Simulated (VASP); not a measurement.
Set up this calculation in VASP 6.6.1, as the native input.

```yaml
Task: single point
Functional: r2SCAN0
Potentials_or_basis: VASP PAW PBE potentials, release 64 (Pb_d)
Cutoff: 520 eV
k_mesh: 5 × 5 × 5
Occupations: fermi-dirac, width 0.05 eV
Spin: no spin polarisation
Dipole_correction: no
Grid_for_exact_exchange_PRECFOCK: Normal
Further_INCAR_settings: ALGO = Normal; EDIFF = 1e-07; NBANDS = 13
Share_of_exact_exchange: 0.25
```

The system is Pb.

```
Pb
1.0
     0.00000    2.44157    2.44157
     2.44157    0.00000    2.44157
     2.44157    2.44157    0.00000
Pb
1
Direct
  0.00000 0.00000 0.00000
```

These files were run (other wordings do the same):

POSCAR

```
Pb
1.0
    0.0000000000      2.4415696833      2.4415696833
    2.4415696833      0.0000000000      2.4415696833
    2.4415696833      2.4415696833      0.0000000000
Pb
1
Direct
    0.0000000000      0.0000000000      0.0000000000
```

INCAR.step1

```
SYSTEM = Pb
PREC = Accurate ; ENCUT = 520
EDIFF = 1E-5 ; ISMEAR = -1
SIGMA = 0.05 ; LREAL = .FALSE.
LASPH = .TRUE. ; NELM = 80
ALGO = Normal ; ISIF = 2
LWAVE = .TRUE. ; LCHARG = .FALSE.
NBANDS = 13 ; GGA = PE
```

INCAR.step2

```
SYSTEM = Pb
PREC = Accurate ; ENCUT = 520
EDIFF = 1E-7 ; ISMEAR = -1
SIGMA = 0.05 ; LREAL = .FALSE.
LASPH = .TRUE. ; NELM = 80
ALGO = Normal ; ISIF = 2
LWAVE = .FALSE. ; LCHARG = .FALSE.
METAGGA = R2SCAN ; LHFCALC = .TRUE.
AEXX = 0.25 ; LMIXTAU = .TRUE.
PRECFOCK = Normal ; NBANDS = 13
ISTART = 1
```

KPOINTS

```
Automatic mesh
0
G
  5 5 5
  0 0 0
```

Potentials or basis: VASP PAW PBE potentials, release 64 (Pb_d).

The run is started by

```sh
$ cat potpaw_PBE.64/Pb_d/POTCAR > POTCAR
$ cp INCAR.step1 INCAR
$ mpirun -np 1 vasp_std > vasp.out
$ cp INCAR.step2 INCAR
$ mpirun -np 1 vasp_std > vasp.out
```

It gave:

```
Pressure               : 2.0 GPa
Band gap on the k mesh : zero (bands 7 and 8 overlap by 10.24 eV)
```

Caveat: the k points lie up to 0.45 Å⁻¹ apart, too coarse for converged energies and pressures of a metal; the PAW data sets were made with another functional, which shifts forces and pressure a little; spin-orbit coupling is left out, which moves the levels of the heavy elements.

Run time: 8.2 min on 1 thread of AMD EPYC 7R13 Processor (Zen 3), with other jobs on the host, peak memory 0.14 GiB.
